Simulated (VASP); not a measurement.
## Hg: single point with PBEsol

The system is Hg.

```
Hg
1.0
     2.62945    0.00000    0.00000
    -1.31472    2.27717    0.00000
     0.00000    0.00000    2.53523
Hg
1
Direct
  0.00000 0.00000 0.00000
```

```yaml
Program: VASP 6.6.1
Task: single point
Functional: PBEsol
Potentials_or_basis: VASP PAW PBE potentials, release 64 (Hg)
Cutoff: 520 eV
k_mesh: 17 × 17 × 15
Occupations: fermi-dirac, width 0.08 eV
Spin: no spin polarisation
```

```
Pressure               : 101.2 GPa
Band gap on the k mesh : zero (bands 6 and 7 overlap by 5.12 eV)
```

Levels at points of the mesh, in eV from the Fermi level:
```
           k point  band 3  band 4  band 5  band 6  band 7  band 8  band 9  band 10
(0.00, 0.00, 0.00)   -9.95   -9.95   -6.84   -6.84   11.49   13.80   18.27    18.27
```

Run time: 15 s on 1 thread of Intel(R) Xeon(R) 6975P-C (Granite Rapids) (shared host), peak memory 0.16 GiB.

Caveat: the cell stands under pressure; the PAW data sets were made with another functional, which shifts forces and pressure a little; spin-orbit coupling is left out, which moves the levels of the heavy elements.
